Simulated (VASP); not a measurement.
# Bi2Te3 (R-3m) in VASP: settings compared, part 2 of 2

VASP 6.6.1. The steps go on from the part before.

## (3) Single point, PBE+D3(BJ)

Input file INCAR:

```
PREC     = Accurate       # precision mode
ENCUT    = 520            # plane-wave cutoff, eV
EDIFF    = 1E-6           # SCF threshold, eV
ISMEAR   = -1             # smearing method
SIGMA    = 0.02           # smearing width, eV
LREAL    = F              # projectors in reciprocal space
LASPH    = T              # aspherical terms in the spheres
NELM     = 100            # most SCF steps
ALGO     = Normal         # electronic algorithm
ISIF     = 2              # what is computed and relaxed
LWAVE    = F              # write WAVECAR
LCHARG   = F              # write CHGCAR
GGA      = PE             # functional
IVDW     = 12             # dispersion correction
NBANDS   = 32             # bands
```

Input file KPOINTS:

```
regular mesh
0
Gamma
  6 6 6
```

Input file POSCAR:

```
Bi2Te3
1.0
    2.1938720397      1.2666326127     10.0925125901
   -2.1938720397      1.2666326127     10.0925125901
    0.0000000000     -2.5332652254     10.0925125901
Bi Te
2 3
Direct
    0.4001237706      0.4001237706      0.4001237706
    0.5998762294      0.5998762294      0.5998762294
    0.2093168231      0.2093168231      0.2093168231
    0.7906831769      0.7906831769      0.7906831769
    0.0000000000      0.0000000000      0.0000000000
```

Potentials or basis: VASP PAW PBE potentials, release 64 (Bi_d, Te).

Launch:

```sh
cat potpaw_PBE.64/Bi_d/POTCAR potpaw_PBE.64/Te/POTCAR > POTCAR
mpirun -np 1 vasp_std > vasp.out
```

OUTCAR:

```text
PREC = Accurate
   ENCUT = 520
   EDIFF = 1E-6
   ISMEAR = -1
   LREAL = F
   LASPH = T
   NELM = 100
   ISIF = 2
   GGA = PE
   IVDW = 12
 IVDW          = 12

 ion  position               nearest neighbor table
   1  0.400  0.400  0.400-   4 3.07   4 3.07   4 3.07   5 3.24   5 3.24   5 3.24
   2  0.600  0.600  0.600-   3 3.07   3 3.07   3 3.07   5 3.24   5 3.24   5 3.24
   3  0.209  0.209  0.209-   2 3.07   2 3.07   2 3.07   4 3.62   4 3.62   4 3.62
   4  0.791  0.791  0.791-   1 3.07   1 3.07   1 3.07   3 3.62   3 3.62   3 3.62
[... 1050 lines left out ...]
  -------------------------------------------------------------------------------------
  Total      -0.03959    -0.03959    -0.00777     0.00000     0.00000     0.00000
  in kB      -0.37695    -0.37695    -0.07393     0.00000     0.00000     0.00000
  external pressure =       -0.28 kB  Pullay stress =        0.00 kB

 VOLUME and BASIS-vectors are now :
 -----------------------------------------------------------------------------
  energy-cutoff  :      520.00
  volume of cell :      168.27
      direct lattice vectors                 reciprocal lattice vectors
     2.193872040  1.266632613 10.092512590     0.227907549  0.131582485  0.033027785
    -2.193872040  1.266632613 10.092512590    -0.227907549  0.131582485  0.033027785
     0.000000000 -2.533265225 10.092512590     0.000000000 -0.263164970  0.033027785

 POSITION                                       TOTAL-FORCE (eV/Angst)
 -----------------------------------------------------------------------------------
      0.00000      0.00000     12.11476         0.000000      0.000000     -0.013347
      0.00000      0.00000     18.16278         0.000000      0.000000      0.013347
      0.00000      0.00000      6.33760         0.000000      0.000000     -0.016346
      0.00000      0.00000     23.93994         0.000000     -0.000000      0.016346
      0.00000      0.00000      0.00000         0.000000     -0.000000      0.000000
 -----------------------------------------------------------------------------------
    total drift:                                0.000000      0.000000     -0.000000

  FREE ENERGIE OF THE ION-ELECTRON SYSTEM (eV)
  ---------------------------------------------------
  free  energy   TOTEN  =       -20.5746043721 eV

  energy  without entropy=      -20.5745995423  energy(sigma->0) =      -20.57460196
```

OSZICAR:

```text
N       E                     dE             d eps       ncg     rms          rms(c)
DAV:   1     0.436302530819E+03    0.43630E+03   -0.21692E+04  2048   0.145E+03
DAV:   2     0.285257931037E+02   -0.40778E+03   -0.39133E+03  2120   0.381E+02
DAV:   3    -0.165597520055E+02   -0.45086E+02   -0.42950E+02  2656   0.138E+02
DAV:   4    -0.184890092424E+02   -0.19293E+01   -0.19204E+01  2272   0.304E+01
DAV:   5    -0.185825963447E+02   -0.93587E-01   -0.93577E-01  2952   0.671E+00    0.775E+00
DAV:   6    -0.183101022525E+02    0.27249E+00   -0.35077E-01  2688   0.454E+00    0.566E+00
DAV:   7    -0.183206901936E+02   -0.10588E-01   -0.21906E-01  2592   0.205E+00    0.118E+00
DAV:   8    -0.183214442350E+02   -0.75404E-03   -0.29746E-02  2312   0.979E-01    0.591E-01
DAV:   9    -0.183212919111E+02    0.15232E-03   -0.25738E-03  2496   0.356E-01    0.357E-01
DAV:  10    -0.183216119953E+02   -0.32008E-03   -0.93927E-04  2192   0.149E-01    0.694E-02
DAV:  11    -0.183216375722E+02   -0.25577E-04   -0.49800E-05  2576   0.421E-02    0.335E-02
DAV:  12    -0.183216446567E+02   -0.70845E-05   -0.16435E-05  2112   0.184E-02    0.169E-02
DAV:  13    -0.183216459742E+02   -0.13176E-05   -0.38229E-06  1992   0.106E-02    0.272E-03
DAV:  14    -0.183216460799E+02   -0.10567E-06   -0.43815E-07  1440   0.459E-03
   1 F= -.20574604E+02 E0= -.20574602E+02  d E =-.482980E-05
```

Wall time 7.4 min (1 thread of Intel Xeon 6975P-C (Granite Rapids), shared host); peak memory 0.93 GiB.

What came out:

| Item | Value |
| --- | --- |
| Free energy | -20.5746 eV |
| Pressure | 0.0 GPa |
| Largest force | 0.016 eV/Å |
| Band gap on the k mesh | 0.25 eV |
| Dispersion energy per atom | -0.451 eV |

Forces on the atoms (eV/Å):
```
Bi   0.000  0.000 -0.013
Bi   0.000  0.000  0.013
Te   0.000  0.000 -0.016
Te   0.000  0.000  0.016
Te   0.000  0.000  0.000
```

Caveat: spin-orbit coupling is left out, which moves the levels of the heavy elements. A k mesh can miss the band edges.

## (4) Single point, r2SCAN+rVV10

This run uses another cell than the first one, of 34.92 Å³/atom.

Input file POSCAR:

```
Bi2Te3
1.0
    2.1957255919      1.2677027616     10.4535441813
   -2.1957255919      1.2677027616     10.4535441813
    0.0000000000     -2.5354055231     10.4535441813
Bi Te
2 3
Direct
    0.3983611987      0.3983611987      0.3983611987
    0.6016388013      0.6016388013      0.6016388013
    0.2135932505      0.2135932505      0.2135932505
    0.7864067495      0.7864067495      0.7864067495
    0.0000000000      0.0000000000      0.0000000000
```

Input file INCAR.step1:

```
ALGO = Normal
EDIFF = 1E-4
ENCUT = 520
GGA = PE
ISMEAR = -1
LASPH = True
LCHARG = False
LREAL = False
LWAVE = True
NBANDS = 32
NELM = 80
PREC = Accurate
SIGMA = 0.02
```

Input file INCAR.step2:

```
ALGO = Normal
BPARAM = 11.95
CPARAM = 0.0093
EDIFF = 1E-6
ENCUT = 520
ISIF = 2
ISMEAR = -1
ISTART = 1
IVDW_NL = 2
LASPH = True
LCHARG = False
LMIXTAU = True
LREAL = False
LUSE_VDW = True
LWAVE = False
METAGGA = R2SCAN
NBANDS = 32
NELM = 80
PREC = Accurate
SIGMA = 0.02
```

Input file KPOINTS:

```
k-points
0
Gamma
  6 6 6
```

Launch:

```sh
cat potpaw_PBE.64/Bi_d/POTCAR potpaw_PBE.64/Te/POTCAR > POTCAR
cp INCAR.step1 INCAR
mpirun -np 1 vasp_std > vasp.out
cp INCAR.step2 INCAR
mpirun -np 1 vasp_std > vasp.out
```

Wall time 33 min (1 thread of Intel Xeon 6975P-C (Granite Rapids), shared host); peak memory 2.8 GiB.

Results (log left out):

* Free energy: -193.2728 eV
* Pressure: 0.2 GPa
* Largest force: 0.030 eV/Å
* Band gap on the k mesh: 0.66 eV

Forces in eV/Å, atoms in the order of the input:
```
Bi   0.000  0.000 -0.018
Bi   0.000  0.000  0.018
Te   0.000  0.000 -0.030
Te   0.000  0.000  0.030
Te   0.000  0.000  0.000
```

Levels at points of the mesh, in eV from the valence-band top:
```csv
k point,band 21,band 22,band 23,band 24,band 25,band 26,band 27,band 28
"(0.00, 0.00, 0.00)",-1.62,-0.86,-0.86,0.00,0.66,0.99,0.99,2.19
"(0.50, 0.00, 0.00)",-2.82,-2.11,-0.96,-0.57,0.95,1.53,2.90,3.12
"(0.50, 0.50, 0.00)",-1.81,-1.76,-1.35,-1.06,1.32,1.64,2.24,3.02
"(0.50, 0.50, 0.50)",-1.39,-1.02,-1.02,-0.28,0.94,1.30,1.30,2.01
```

Caveat: the PAW data sets were made with another functional, which shifts forces and pressure a little; spin-orbit coupling is left out, which moves the levels of the heavy elements. A k mesh can miss the band edges.

## (5) Single point, PBE

This run uses another cell than the first one, of 34.92 Å³/atom.

Edit INCAR of step 3 so:

```diff
@@ -7,3 +7,3 @@
 LASPH    = T              # aspherical terms in the spheres
-NELM     = 100            # most SCF steps
+NELM     = 80             # most SCF steps
 ALGO     = Normal         # electronic algorithm
@@ -13,3 +13,2 @@
 GGA      = PE             # functional
-IVDW     = 12             # dispersion correction
 NBANDS   = 32             # bands
```

Input file KPOINTS:

```
Automatic mesh
0
Gamma
  8 8 8
```

POSCAR is that of step 4.

Potentials or basis: VASP PAW PBE potentials, release 64 (Bi_d, Te).

Launch:

```sh
cat potpaw_PBE.64/Bi_d/POTCAR potpaw_PBE.64/Te/POTCAR > POTCAR
mpirun -np 1 vasp_std > vasp.out
```

OUTCAR:

```text
PREC = Accurate
   ENCUT = 520
   EDIFF = 1E-6
   ISMEAR = -1
   LREAL = F
   LASPH = T
   NELM = 80
   ISIF = 2
   GGA = PE

 ion  position               nearest neighbor table
   1  0.398  0.398  0.398-   4 3.06   4 3.06   4 3.06   5 3.25   5 3.25   5 3.25
   2  0.602  0.602  0.602-   3 3.06   3 3.06   3 3.06   5 3.25   5 3.25   5 3.25
   3  0.214  0.214  0.214-   2 3.06   2 3.06   2 3.06
   4  0.786  0.786  0.786-   1 3.06   1 3.06   1 3.06
   5  0.000  0.000  0.000-   2 3.25   2 3.25   1 3.25   1 3.25   2 3.25   1 3.25

  LATTYP: Found a trigonal (rhomboedric) cell.
 ALAT       =    10.7566196882
 COS(alpha) =     0.9166636461

  Lattice vectors:

 A1 = (   2.1957255919,   1.2677027616,  10.4535441813)
 A2 = (  -2.1957255919,   1.2677027616,  10.4535441813)
 A3 = (   0.0000000000,  -2.5354055231,  10.4535441813)

Analysis of symmetry for initial positions (statically):
=====================================================================
 Subroutine PRICEL returns:
 Original cell was already a primitive cell.

 Routine SETGRP: Setting up the symmetry group for a
[... 174 lines left out ...]

 val. band max:        5.7165112110   @ k =   0.0000   0.0000   0.0000
 cond. band min:       6.1491197319   @ k =   0.0000   0.0000   0.0000
 fundamental gap:      0.4326085210
 Fermi energy:         5.9330849251

 k-point     1 :       0.0000    0.0000    0.0000
  band No.  band energies     occupation
      1     -17.3615      2.00000
      2     -17.3615      2.00000
      3     -17.3601      2.00000
      4     -17.3601      2.00000
      5     -17.3535      2.00000
      6     -17.3522      2.00000
[... 829 lines left out ...]
     31       9.7754      0.00000
     32      11.3198      0.00000

 [... further k-points ...]

------------------------ aborting loop because EDIFF is reached ----------------------------------------

  FORCE on cell =-STRESS in cart. coord.  units (eV):
  Direction    XX          YY          ZZ          XY          YZ          ZX
  --------------------------------------------------------------------------------------
  -------------------------------------------------------------------------------------
  Total        1.7900369      1.7900369      1.5861974      0.0000000      0.0000000      0.0000000
  in kB       16.4271511     16.4271511     14.5565183      0.0000000      0.0000000      0.0000000
  external PRESSURE =      15.8036068 kB  Pullay stress =       0.0000000 kB

 VOLUME and BASIS-vectors are now :
 -----------------------------------------------------------------------------
  energy-cutoff  :      520.00
  volume of cell :      174.59
      direct lattice vectors                 reciprocal lattice vectors
     2.195725592  1.267702762 10.453544181     0.227715158  0.131471408  0.031887112
    -2.195725592  1.267702762 10.453544181    -0.227715158  0.131471408  0.031887112
     0.000000000 -2.535405523 10.453544181     0.000000000 -0.262942815  0.031887112

 POSITION                                       TOTAL-FORCE (eV/Angst)
 -----------------------------------------------------------------------------------
      0.00000      0.00000     12.49286         0.000000     -0.000000     -0.069389
      0.00000      0.00000     18.86777         0.000000      0.000000      0.069389
      0.00000      0.00000      6.69842         0.000000     -0.000000     -0.175575
      0.00000      0.00000     24.66221         0.000000      0.000000      0.175575
      0.00000      0.00000      0.00000        -0.000000      0.000000      0.000000
 -----------------------------------------------------------------------------------
    total drift:                               -0.000000      0.000000     -0.000000

  FREE ENERGIE OF THE ION-ELECTRON SYSTEM (eV)
  ---------------------------------------------------
  free  energy   TOTEN  =       -18.3710652954 eV

  energy  without entropy=      -18.3710652536  energy(sigma->0) =      -18.37106527
```

It took 14 min on 1 thread of Intel Xeon 6975P-C (Granite Rapids), shared host; peak memory 1.1 GiB.

Results:

| Quantity | Value |
| --- | --- |
| Free energy | -18.3711 eV |
| Pressure | 1.6 GPa |
| Largest force | 0.176 eV/Å |
| Band gap on the k mesh | 0.43 eV |

Forces on the atoms (eV/Å):
```
Bi   0.000  0.000 -0.069
Bi   0.000  0.000  0.069
Te   0.000  0.000 -0.176
Te   0.000  0.000  0.176
Te   0.000  0.000  0.000
```

Stress tensor (GPa, compression positive):
```
1.64 0.00 0.00
0.00 1.64 0.00
0.00 0.00 1.46
```

Levels at points of the mesh, in eV from the valence-band top:
```
           k point  band 21  band 22  band 23  band 24  band 25  band 26  band 27  band 28
(0.00, 0.00, 0.00)    -1.48    -0.74    -0.74     0.00     0.43     0.93     0.93     2.00
(0.50, 0.00, 0.00)    -2.64    -2.01    -0.84    -0.53     0.76     1.44     2.71     2.91
(0.50, 0.50, 0.00)    -1.75    -1.70    -1.22    -0.98     1.18     1.47     2.12     2.79
(0.50, 0.50, 0.50)    -1.32    -0.91    -0.91    -0.31     0.77     1.23     1.23     1.87
```

Caveat: spin-orbit coupling is left out, which moves the levels of the heavy elements.

## (6) Overview

```tsv
level	cell	k mesh	gap on the mesh (eV)	pressure (GPa)	largest force (eV/Å)
PBE+D4	a = 10.407 Å, angles 24.3°, 5 atoms, atomic positions A	6 × 6 × 6	0.26	0.0	0.01
PBE+D3(BJ)	a = 10.406 Å, angles 24.3°, 5 atoms, atomic positions A	6 × 6 × 6	0.25	0.0	0.02
r2SCAN+rVV10	a = 10.757 Å, angles 23.6°, 5 atoms, atomic positions B	6 × 6 × 6	0.66	0.2	0.03
PBE	a = 10.757 Å, angles 23.6°, 5 atoms, atomic positions B	8 × 8 × 8	0.43	1.6	0.18
```

Alike in all rows: task single point; potentials or basis VASP PAW PBE potentials, release 64 (Bi_d, Te); no spin polarisation; cutoff (eV) 520; smearing fermi-dirac 0.02 eV.

Caveats: spin-orbit coupling is left out, which moves the levels of the heavy elements; the PAW data sets were made with another functional, which shifts forces and pressure a little (at least some runs).

Total energies depend on the potentials used, so only differences within one code and one set of settings carry meaning.
